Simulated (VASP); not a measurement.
# FeNi2 (P4/mmm) in VASP: further runs

The runs below take FeNi2 through single point, relaxation of cell and atoms, with PBE.

Program: VASP 6.6.1. These are calculated values, not measurements. Logs are shortened: lines on timing, memory, paths and dates and some standing lists are left out, and cuts for length are marked.

## Step 1: The cell of the first run

Symmetry: P4/mmm, No. 123, tetragonal system. Conventional cell: a = 3.717 Å, b = 3.717 Å, c = 2.685 Å, α = 90.00°, β = 90.00°, γ = 90.00°. Fe (site symmetry 4/mmm) has 8 Ni at 2.29 Å and 2 Fe at 2.69 Å within 3.0 Å. Ni (site symmetry mmm) has 4 Fe at 2.29 Å and 6 Ni at 2.63 to 2.69 Å within 3.0 Å.

The cell was built from a structure type or drawn by symmetry, and may not be a known phase.

## Step 2: Single point, PBE, collinear spin, ferromagnetic start

INCAR

```
PREC = Accurate
ENCUT = 520
EDIFF = 1E-6
ISMEAR = 0
SIGMA = 0.1
LREAL = F
LASPH = T
NELM = 150
ALGO = Normal
ISIF = 2
LWAVE = F
LCHARG = F
ISPIN = 2
MAGMOM = 4 2 2
LORBIT = 11
LMAXMIX = 4
GGA = PE
NBANDS = 25
```

KPOINTS

```
regular mesh
0
Gamma
  6 6 6
```

POSCAR

```
FeNi2
1.0
    3.7170245800      0.0000000000      0.0000000000
    0.0000000000      3.7170245800      0.0000000000
    0.0000000000      0.0000000000      2.6851788300
Fe Ni
1 2
Direct
    0.5000000000      0.5000000000      0.5000000000
    0.0000000000      0.5000000000      0.0000000000
    0.5000000000      0.0000000000      0.0000000000
```

Potentials or basis: VASP PAW PBE potentials, release 64 (Fe, Ni).

Run with:

```
$ cat potpaw_PBE.64/Fe/POTCAR potpaw_PBE.64/Ni/POTCAR > POTCAR
$ mpirun -np 1 vasp_std > vasp.out
```

OUTCAR:

```text
PREC = Accurate
   ENCUT = 520
   EDIFF = 1E-6
   ISMEAR = 0
   LREAL = F
   LASPH = T
   NELM = 150
   ISIF = 2
   ISPIN = 2
   LORBIT = 11
   GGA = PE

 ion  position               nearest neighbor table
   1  0.500  0.500  0.500-   2 2.29   3 2.29   2 2.29   3 2.29   3 2.29   3 2.29   2 2.29   2 2.29

   2  0.000  0.500  0.000-   1 2.29   1 2.29   1 2.29   1 2.29   3 2.63   3 2.63   3 2.63   3 2.63

   3  0.500  0.000  0.000-   1 2.29   1 2.29   1 2.29   1 2.29   2 2.63   2 2.63   2 2.63   2 2.63

  LATTYP: Found a simple tetragonal cell.
 ALAT       =     3.7170245800
 C/A-ratio  =     0.7224000736

  Lattice vectors:

 A1 = (   3.7170245800,   0.0000000000,   0.0000000000)
 A2 = (   0.0000000000,   3.7170245800,   0.0000000000)
 A3 = (   0.0000000000,   0.0000000000,   2.6851788300)

Analysis of symmetry for initial positions (statically):
=====================================================================
 Subroutine PRICEL returns:
 Original cell was already a primitive cell.

 Routine SETGRP: Setting up the symmetry group for a
 simple tetragonal supercell.

 Subroutine GETGRP returns: Found 16 space group operations
 (whereof 16 operations were pure point group operations)
 out of a pool of 16 trial point group operations.

The static configuration has the point symmetry D_4h.

Analysis of symmetry for dynamics (positions and initial velocities):
=====================================================================
 Subroutine PRICEL returns:
 Original cell was already a primitive cell.

 Routine SETGRP: Setting up the symmetry group for a
 simple tetragonal supercell.

 Subroutine GETGRP returns: Found 16 space group operations
 (whereof 16 operations were pure point group operations)
 out of a pool of 16 trial point group operations.

The dynamic configuration has the point symmetry D_4h.

Analysis of structural, dynamic, and magnetic symmetry:
=====================================================================
 Subroutine PRICEL returns:
 Original cell was already a primitive cell.

 Routine SETGRP: Setting up the symmetry group for a
 simple tetragonal supercell.

 Subroutine GETGRP returns: Found 16 space group operations
 (whereof 16 operations were pure point group operations)
 out of a pool of 16 trial point group operations.

The overall configuration has the point symmetry D_4h.

 Subroutine INISYM returns: Found 16 space group operations
 (whereof 16 operations are pure point group operations),
 and found     1 'primitive' translations

----------------------------------------------------------------------------------------

                                     Primitive cell

  volume of cell :      37.0992

  direct lattice vectors                    reciprocal lattice vectors
     3.717024580  0.000000000  0.000000000     0.269032388  0.000000000  0.000000000
     0.000000000  3.717024580  0.000000000     0.000000000  0.269032388  0.000000000
     0.000000000  0.000000000  2.685178830     0.000000000  0.000000000  0.372414675

  length of vectors
     3.717024580  3.717024580  2.685178830     0.269032388  0.269032388  0.372414675

  position of ions in fractional coordinates (direct lattice)
     0.500000000  0.500000000  0.500000000
     0.000000000  0.500000000  0.000000000
     0.500000000  0.000000000  0.000000000

  ion indices of the primitive-cell ions
   primitive index   ion index
                 1           1
                 2           2
                 3           3

----------------------------------------------------------------------------------------

 KPOINTS: regular mesh

Automatic generation of k-mesh.
 Grid dimensions read from file:
 generate k-points for:    6    6    6

 Generating k-lattice:

  Cartesian coordinates                     Fractional coordinates (reciprocal lattice)
     0.044838731  0.000000000  0.000000000     0.166666667  0.000000000  0.000000000
     0.000000000  0.044838731  0.000000000     0.000000000  0.166666667  0.000000000
[... 46 lines left out ...]
   IVDW    =     0    specifies the selected vdW correction
   LEPSILON=     F    determine dielectric tensor
   LRPA    =     F    only Hartree local field effects (RPA)
 spin polarized calculation
 Gauss-broadening in eV      SIGMA  =   0.10
  energy-cutoff  :      520.00
  volume of cell :       37.10
 maximum number of plane-waves:      1028
 NGX is ok and might be reduce to    28
   NGX = 13   NGY = 13   NGZ =  9

 number of electron      27.9999963 magnetization       4.0742400

 Free energy of the ion-electron system (eV)
  ---------------------------------------------------
  ext. energy  EPLUGINS =         0.00000000
  ---------------------------------------------------
  free energy    TOTEN  =       -17.71298693 eV

  energy without entropy =      -17.70234302  energy(sigma->0) =      -17.70766497

 E-fermi :   7.0593     XC(G=0): -12.3465

 val. band max:        7.0584445664   @ k =   0.0000   0.0000   0.3333
 cond. band min:       7.0664410252   @ k =   0.0000   0.0000   0.5000
 fundamental gap:      0.0079964588
 Fermi energy:         7.0592576474

 spin component 1

 k-point     1 :       0.0000    0.0000    0.0000
  band No.  band energies     occupation
      1      -1.5159      1.00000
      2       1.2816      1.00000
      3       2.0885      1.00000
      4       2.3751      1.00000
      5       3.0796      1.00000
      6       3.0796      1.00000
[... 17 lines left out ...]
     24      24.2660      0.00000
     25      24.7472      0.00000
[... 621 lines left out ...]
      3       2.8504      1.00000
      4       2.8674      1.00000
      5       3.1668      1.00000
      6       3.2566      1.00000
[... 17 lines left out ...]
     24      23.3292      0.00000
     25      24.2430      0.00000

 [... further k-points ...]

 spin component 2

 k-point     1 :       0.0000    0.0000    0.0000
  band No.  band energies     occupation
      1      -1.3825      1.00000
      2       2.4269      1.00000
      3       3.2479      1.00000
      4       3.6310      1.00000
      5       4.3533      1.00000
      6       4.3533      1.00000
[... 17 lines left out ...]
     24      24.7616      0.00000
     25      25.2919      0.00000
[... 621 lines left out ...]
      3       3.9735      1.00000
      4       4.2074      1.00000
      5       4.3384      1.00000
      6       4.6446      1.00000
[... 17 lines left out ...]
     24      23.8628      0.00000
     25      24.3759      0.00000

 [... further k-points ...]
[... 5 lines left out ...]
  --------------------------------------------------------------------------------------
  -------------------------------------------------------------------------------------
  Total        3.5542493      3.5542493      3.2247388      0.0000000      0.0000000      0.0000000
  in kB      153.4950569    153.4950569    139.2647003      0.0000000      0.0000000      0.0000000
  external PRESSURE =     148.7516047 kB  Pullay stress =       0.0000000 kB

 VOLUME and BASIS-vectors are now :
 -----------------------------------------------------------------------------
  energy-cutoff  :      520.00
  volume of cell :       37.10
      direct lattice vectors                 reciprocal lattice vectors
     3.717024580  0.000000000  0.000000000     0.269032388  0.000000000  0.000000000
     0.000000000  3.717024580  0.000000000     0.000000000  0.269032388  0.000000000
     0.000000000  0.000000000  2.685178830     0.000000000  0.000000000  0.372414675

 POSITION                                       TOTAL-FORCE (eV/Angst)
 -----------------------------------------------------------------------------------
      1.85851      1.85851      1.34259         0.000000      0.000000      0.000000
      0.00000      1.85851      0.00000         0.000000      0.000000      0.000000
      1.85851      0.00000      0.00000         0.000000      0.000000      0.000000
 -----------------------------------------------------------------------------------
    total drift:                                0.000000      0.000000     -0.000000

  FREE ENERGIE OF THE ION-ELECTRON SYSTEM (eV)
  ---------------------------------------------------
  free  energy   TOTEN  =       -17.7129869256 eV

  energy  without entropy=      -17.7023430216  energy(sigma->0) =      -17.70766497

 total charge

# of ion       s       p       d       tot
------------------------------------------
    1        0.580   0.585   6.284   7.449
    2        0.530   0.464   8.350   9.345
    3        0.530   0.464   8.350   9.345
--------------------------------------------------
tot          1.640   1.514  22.985  26.139

 magnetization (x)

# of ion       s       p       d       tot
------------------------------------------
    1        0.005  -0.014   2.651   2.642
    2       -0.017  -0.037   0.779   0.725
    3       -0.017  -0.037   0.779   0.725
--------------------------------------------------
tot         -0.028  -0.087   4.208   4.093
```

Run time: 30 s. Hardware: 1 thread of Intel Xeon 6975P-C (Granite Rapids), shared host; peak memory 0.19 GiB.

Results:

| Property | Result |
| --- | --- |
| Free energy | -17.7130 eV |
| Pressure | 14.9 GPa |
| Net moment | 4.07 μB per cell |
| Site moments | Fe +2.64; Ni +0.72 μB |
| Valence electrons inside the program's atomic spheres | Fe 7.45; Ni 9.35 |

Levels at points of the mesh, in eV from the Fermi level:
Spin up:
```tsv
k point	band 13	band 14	band 15	band 16	band 17	band 18	band 19	band 20
(0.00, 0.00, 0.00)	-1.13	-0.58	-0.14	-0.14	1.88	1.88	7.52	8.84
(0.50, 0.00, 0.00)	-1.46	-1.39	-1.39	-1.27	-0.16	5.19	8.15	8.74
(0.50, 0.50, 0.00)	-2.08	-1.84	-1.78	-1.14	0.54	0.54	1.01	18.76
(0.00, 0.00, 0.50)	-1.55	-1.10	-1.06	-0.18	0.22	8.90	8.90	9.01
(0.50, 0.00, 0.50)	-1.32	-1.26	-1.14	0.73	1.60	3.07	3.84	11.60
(0.50, 0.50, 0.50)	-0.65	-0.65	-0.03	0.16	1.76	1.76	3.51	7.28
```
Spin down:
| k point | band 10 | band 11 | band 12 | band 13 | band 14 | band 15 |
| --- | --- | --- | --- | --- | --- | --- |
| (0.00, 0.00, 0.00) | -0.72 | -0.02 | 0.74 | 0.85 | 1.12 | 1.76 |
| (0.50, 0.00, 0.00) | -1.38 | -1.13 | -0.83 | 0.12 | 0.26 | 0.31 |
| (0.50, 0.50, 0.00) | -1.24 | -1.02 | -0.49 | -0.42 | -0.01 | -0.01 |
| (0.00, 0.00, 0.50) | -1.35 | -1.31 | -0.75 | -0.04 | 0.01 | 0.20 |
| (0.50, 0.00, 0.50) | -1.51 | -0.79 | 0.08 | 0.10 | 0.85 | 1.34 |
| (0.50, 0.50, 0.50) | -0.13 | 0.31 | 0.78 | 0.78 | 1.15 | 1.41 |

Caveat: the k points lie up to 0.39 Å⁻¹ apart.

## Step 3: Single point, PBE, collinear spin, ferromagnetic start

This run uses another cell than the first one, of 13.51 Å³/atom.

INCAR

```
SYSTEM = FeNi2
PREC     = Accurate       ! precision mode
ENCUT    = 520            ! plane-wave cutoff, eV
EDIFF    = 1E-6           ! SCF threshold, eV
ISMEAR   = 0              ! smearing method
SIGMA    = 0.1            ! smearing width, eV
LREAL    = .FALSE.        ! projectors in reciprocal space
LASPH    = .TRUE.         ! aspherical terms in the spheres
NELM     = 150            ! most SCF steps
ALGO     = Normal         ! electronic algorithm
ISIF     = 2              ! what is computed and relaxed
LWAVE    = .FALSE.        ! write WAVECAR
LCHARG   = .TRUE.         ! write CHGCAR
ISPIN    = 2              ! spin polarisation
MAGMOM   = 4 2 2          ! initial moments
LORBIT   = 11             ! projections on sites
LMAXMIX  = 4              ! l up to which the mixer works
GGA      = PE             ! functional
LELF     = .TRUE.         ! ELF
LVHAR    = .TRUE.       
NBANDS   = 25             ! bands
```

KPOINTS

```
regular mesh
0
G
  6 6 6
  0 0 0
```

POSCAR

```
FeNi2
1.0
    3.9200953272      0.0000000000      0.0000000000
    0.0000000000      3.9200953272      0.0000000000
    0.0000000000      0.0000000000      2.6369225575
Fe Ni
1 2
Direct
    0.5000000000      0.5000000000      0.5000000000
    0.0000000000      0.5000000000      0.0000000000
    0.5000000000      0.0000000000      0.0000000000
```

Potentials or basis: VASP PAW PBE potentials, release 64 (Fe, Ni).

Run with:

```
$ cat potpaw_PBE.64/Fe/POTCAR potpaw_PBE.64/Ni/POTCAR > POTCAR
$ mpirun -np 1 vasp_std > vasp.out
```

Wall time 42 s (1 thread of Intel Xeon 6975P-C (Granite Rapids), shared host); peak memory 0.19 GiB.

It converged, with:

```
Free energy                                           : -17.8743 eV
Pressure                                              : 0.2 GPa
Net moment                                            : 4.09 μB per cell
Site moments                                          : Fe +2.65; Ni +0.75 μB
Valence electrons inside the program's atomic spheres : Fe 7.29; Ni 9.21
```

Levels at points of the mesh, in eV from the Fermi level:
Spin up:
```
           k point  band 14  band 15  band 16  band 17  band 18  band 19
(0.00, 0.00, 0.00)    -0.69    -0.33    -0.33     1.44     1.44     6.20
(0.50, 0.00, 0.00)    -1.34    -1.23    -1.12    -0.34     4.23     7.22
(0.50, 0.50, 0.00)    -1.60    -1.47    -1.02     0.13     0.13     0.96
(0.00, 0.00, 0.50)    -1.17    -0.98     0.28     0.63     8.16     8.58
(0.50, 0.00, 0.50)    -0.95    -0.91     0.99     1.74     2.98     3.96
(0.50, 0.50, 0.50)    -0.69    -0.16     0.45     1.91     1.91     4.03
```
Spin down:
| k point | band 8 | band 9 | band 10 | band 11 | band 12 | band 13 | band 14 | band 15 | band 16 | band 17 |
| --- | --- | --- | --- | --- | --- | --- | --- | --- | --- | --- |
| (0.00, 0.00, 0.00) | -1.21 | -0.55 | -0.55 | -0.09 | 0.39 | 0.70 | 1.19 | 1.48 | 1.48 | 1.63 |
| (0.50, 0.00, 0.00) | -1.55 | -1.30 | -1.14 | -0.77 | -0.62 | 0.00 | 0.09 | 0.50 | 0.86 | 1.61 |
| (0.50, 0.50, 0.00) | -1.22 | -1.22 | -0.88 | -0.84 | -0.43 | -0.39 | -0.23 | 0.35 | 0.35 | 0.97 |
| (0.00, 0.00, 0.50) | -1.67 | -1.32 | -1.32 | -1.04 | -0.71 | -0.05 | 0.14 | 0.34 | 1.44 | 2.59 |
| (0.50, 0.00, 0.50) | -1.41 | -1.21 | -1.11 | -0.60 | 0.05 | 0.46 | 0.85 | 1.61 | 1.62 | 1.86 |
| (0.50, 0.50, 0.50) | -1.02 | 0.05 | 0.05 | 0.56 | 0.82 | 0.82 | 1.12 | 1.61 | 1.74 | 1.93 |

Caveat: the k points lie up to 0.40 Å⁻¹ apart.

## Step 4: Relaxation of cell and atoms, PBE, collinear spin, ferromagnetic start

INCAR

```
PREC     = Accurate       # precision mode
ENCUT    = 600            # plane-wave cutoff, eV
EDIFF    = 1E-6           # SCF threshold, eV
ISMEAR   = 0              # smearing method
SIGMA    = 0.1            # smearing width, eV
LREAL    = F              # projectors in reciprocal space
LASPH    = T              # aspherical terms in the spheres
NELM     = 150            # most SCF steps
ALGO     = Normal         # electronic algorithm
ISIF     = 3              # what is computed and relaxed
LWAVE    = F              # write WAVECAR
LCHARG   = F              # write CHGCAR
ISPIN    = 2              # spin polarisation
MAGMOM   = 4 2 2          # initial moments
LORBIT   = 11             # projections on sites
LMAXMIX  = 4              # l up to which the mixer works
GGA      = PE             # functional
IBRION   = 2              # ionic algorithm
NSW      = 90             # ionic steps
EDIFFG   = -0.04          # ionic threshold
```

KPOINTS

```
Automatic mesh
0
Gamma
  6 6 6
```

POSCAR

```
FeNi2
1.0
    3.7170245800      0.0000000000      0.0000000000
    0.0000000000      3.7170245800      0.0000000000
    0.0000000000      0.0000000000      2.6851788300
Fe Ni
1 2
Direct
    0.5000000000      0.5000000000      0.5000000000
    0.0000000000      0.5000000000      0.0000000000
    0.5000000000      0.0000000000      0.0000000000
```

Run with:

```
$ cat potpaw_PBE.64/Fe/POTCAR potpaw_PBE.64/Ni/POTCAR > POTCAR
$ mpirun -np 1 vasp_std > vasp.out
```

Run time: 4.6 min. Hardware: 1 thread of Intel Xeon 6975P-C (Granite Rapids), shared host; peak memory 0.22 GiB.

It converged, with:

```
Free energy                                           : -17.8719 eV
Relaxed volume                                        : 13.48 Å³/atom
Relaxed cell                                          : a = 3.918 Å, b = 3.918 Å, c = 2.634 Å, α = 90.00°, β = 90.00°, γ = 90.00°
Space group after relaxing (to 0.1 Å)                 : P4/mmm (No. 123)
Energy gained by relaxing                             : 53.3 meV/atom
Ionic steps                                           : 10
Pressure after relaxing                               : 0.4 GPa
Net moment                                            : 4.09 μB per cell
Site moments                                          : Fe +2.64; Ni +0.75 μB
Valence electrons inside the program's atomic spheres : Fe 7.29; Ni 9.21
```

Step by step:
| step | energy change (eV) | largest force (eV/Å) | pressure (GPa) | volume (Å³) |
| --- | --- | --- | --- | --- |
| 1 | 0.0000 | 0.0000 | 14.84 | 37.10 |
| 2 | -0.0570 | 0.0000 | -8.51 | 43.60 |
| 3 | -0.1441 | 0.0000 | -0.18 | 40.52 |
| 4 | -0.1441 | 0.0000 | 0.11 | 40.45 |
| 5 | -0.1457 | 0.0000 | 0.13 | 40.46 |
| 6 | -0.1508 | 0.0000 | 0.07 | 40.46 |
| 7 | -0.1595 | 0.0000 | 0.31 | 40.45 |
| 8 | -0.1225 | 0.0000 | 2.02 | 40.31 |
| 9 | -0.1599 | 0.0000 | 0.42 | 40.44 |
| 10 | -0.1599 | 0.0000 | 0.42 | 40.44 |

Final structure:
```
CELL_PARAMETERS angstrom
3.91819 0.00000 0.00000
0.00000 3.91819 0.00000
0.00000 0.00000 2.63405
ATOMIC_POSITIONS crystal
Fe 0.50000 0.50000 0.50000
Ni 0.00000 0.50000 0.00000
Ni 0.50000 0.00000 0.00000
```

Levels at points of the mesh, in eV from the Fermi level:
Spin up:
| k point | band 12 | band 13 | band 14 | band 15 | band 16 | band 17 | band 18 | band 19 | band 20 | band 21 |
| --- | --- | --- | --- | --- | --- | --- | --- | --- | --- | --- |
| (0.00, 0.00, 0.00) | -1.18 | -1.18 | -0.69 | -0.32 | -0.32 | 1.44 | 1.44 | 6.21 | 7.91 | 11.64 |
| (0.50, 0.00, 0.00) | -1.88 | -1.36 | -1.33 | -1.23 | -1.12 | -0.33 | 4.23 | 7.23 | 7.75 | 8.52 |
| (0.50, 0.50, 0.00) | -1.96 | -1.96 | -1.60 | -1.47 | -1.02 | 0.14 | 0.14 | 0.96 | 17.19 | 17.26 |
| (0.00, 0.00, 0.50) | -1.92 | -1.51 | -1.17 | -0.98 | 0.30 | 0.64 | 8.17 | 8.60 | 8.60 | 10.47 |
| (0.50, 0.00, 0.50) | -1.46 | -1.36 | -0.94 | -0.91 | 1.00 | 1.74 | 2.99 | 3.97 | 10.98 | 11.37 |
| (0.50, 0.50, 0.50) | -1.10 | -0.68 | -0.68 | -0.15 | 0.46 | 1.91 | 1.91 | 4.04 | 6.91 | 6.91 |
Spin down:
```tsv
k point	band 10	band 11	band 12	band 13	band 14	band 15
(0.00, 0.00, 0.00)	-0.55	-0.09	0.39	0.70	1.19	1.48
(0.50, 0.00, 0.00)	-1.14	-0.77	-0.62	0.00	0.09	0.50
(0.50, 0.50, 0.00)	-0.88	-0.84	-0.44	-0.39	-0.23	0.36
(0.00, 0.00, 0.50)	-1.33	-1.04	-0.71	-0.05	0.14	0.34
(0.50, 0.00, 0.50)	-1.11	-0.60	0.05	0.46	0.85	1.62
(0.50, 0.50, 0.50)	0.05	0.56	0.82	0.82	1.12	1.62
```

Caveat: the k points lie up to 0.40 Å⁻¹ apart in the final cell.

## Step 5: Overview

| task | cell | cutoff (eV) | gap on the mesh (eV) | pressure (GPa) | moment (μB) |
| --- | --- | --- | --- | --- | --- |
| single point | a = 3.717, b = 3.717, c = 2.685 Å, 3 atoms | 520 | none | 14.9 | 4.07 |
| single point | a = 3.920, b = 3.920, c = 2.637 Å, 3 atoms | 520 | none | 0.2 | 4.09 |
| relaxation of cell and atoms | relaxed from a = 3.717, b = 3.717, c = 2.685 Å, 3 atoms | 600 | none | 0.4 | 4.09 |

Alike in all rows: level PBE; potentials or basis VASP PAW PBE potentials, release 64 (Fe, Ni); spin collinear, ferromagnetic start; k mesh 6 × 6 × 6; smearing gaussian 0.1 eV.

Caveats: all runs use coarse meshes.

Absolute energies hang on the potentials; compare differences alone.
